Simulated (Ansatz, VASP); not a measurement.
Au in VASP and in Ansatz

```
Au
1.0
    -1.65727    1.65727    1.57441
     1.65727   -1.65727    1.57441
     1.65727    1.65727   -1.57441
Au
1
Direct
  0.00000 0.00000 0.00000
```

Change from the starting cell: strain +0.000 along x and y, -0.050 along z, atoms carried along.

Alike in both runs: task single point; functional r2SCAN; k mesh 20 × 20 × 20; occupations gaussian, width 0.15 eV; no spin polarisation.

|  | VASP | Ansatz |
| --- | --- | --- |
| version | VASP 6.6.1 | Ansatz 0.2.0 |
| potentials or method | VASP PAW PBE potentials, release 64 (Au), cutoff 520 eV | scalar-relativistic, plane waves, PAW |
| valence electrons in the cell | 11 | 19 |

|  | VASP | Ansatz | Ansatz less VASP |
| --- | --- | --- | --- |
| gap on the k mesh at the Fermi level (eV) | none | none | - |
| pressure (GPa) | 3.0 | 2.6 | -0.31 |
| traceless stress, the component that is largest in VASP (GPa) | -0.35 | -0.34 | +0.008 |

VASP's potentials were made for PBE, not for r2SCAN. A gap of «none» marks a metal or a gap that the smearing closes. With one functional, cell and mesh, what is left measures potentials, basis and numerics. VASP's potentials hold 11 valence electrons a cell and Ansatz's 19, so a difference there can come from the potentials and not from the codes.

Spin-orbit coupling is off throughout.
